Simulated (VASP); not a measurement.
Set up this calculation in VASP 6.6.1, as the native input.

```yaml
Task: relaxation of the atoms
Functional: PBE
Potentials_or_basis: VASP PAW PBE potentials, release 64 (Al, H)
Cutoff: 520 eV
k_mesh: 9 × 9 × 1
Occupations: gaussian, width 0.1 eV
Spin: no spin polarisation
Dipole_correction: yes
Atoms_held_fixed_from_0: "[0, 1, 2, 3, 4, 5, 6, 8]"
Further_INCAR_settings: ALGO = Normal; EDIFF = 1e-06; IBRION = 2; EDIFFG = -0.025; NSW = 50
```

The structure of Al8H lies in POSCAR:

```
Al8H
1.0
    2.8543223330      0.0000000000      0.0000000000
   -1.4271611665      2.4719156510      0.0000000000
    0.0000000000      0.0000000000     31.9760593533
Al H
8 1
Selective dynamics
Direct
    0.3333333333      0.6666666667      0.1250935882  F F F
    0.0000000000      0.0000000000      0.1984546650  F F F
    0.6666666667      0.3333333333      0.2718157419  F F F
    0.0000000000      0.0000000000      0.3451768186  F F F
    0.3333333333      0.6666666667      0.4179469871  F F F
    0.0000000000      0.0000000000      0.4916851455  F F F
    0.6666666667      0.3333333333      0.5654358086  F F F
    0.0000000000      0.0000000000      0.6403559340  T T T
    0.3333333333      0.6666666667      0.6077305665  F F T
```

The input as run:

INCAR

```
SYSTEM = Al8H
PREC     = Accurate       ! precision mode
ENCUT    = 520            ! plane-wave cutoff, eV
EDIFF    = 1E-6           ! SCF threshold, eV
ISMEAR   = 0              ! smearing method
SIGMA    = 0.1            ! smearing width, eV
LREAL    = .False.        ! projectors in reciprocal space
LASPH    = .True.         ! aspherical terms in the spheres
NELM     = 100            ! most SCF steps
ALGO     = Normal         ! electronic algorithm
ISIF     = 2              ! what is computed and relaxed
LWAVE    = .False.        ! write WAVECAR
LCHARG   = .False.        ! write CHGCAR
LDIPOL   = .True.       
IDIPOL   = 3            
DIPOL    = 0.5 0.5 0.407
GGA      = PE             ! functional
IBRION   = 2              ! ionic algorithm
NSW      = 50             ! ionic steps
EDIFFG   = -0.025         ! ionic threshold
```

KPOINTS

```
Automatic mesh
0
Gamma
  9 9 1
  0 0 0
```

Potentials or basis: VASP PAW PBE potentials, release 64 (Al, H).

Launch:

```bash
$ cat potpaw_PBE.64/Al/POTCAR potpaw_PBE.64/H/POTCAR > POTCAR
$ mpirun -np 1 vasp_std > vasp.out
```

Results of the run:

- Energy gained by relaxing: 14.8 meV/atom
- Ionic steps: 11

Run time: 13 min on 1 thread of AMD EPYC 9755 128-Core Processor, with other jobs on the host, peak memory 0.36 GiB.
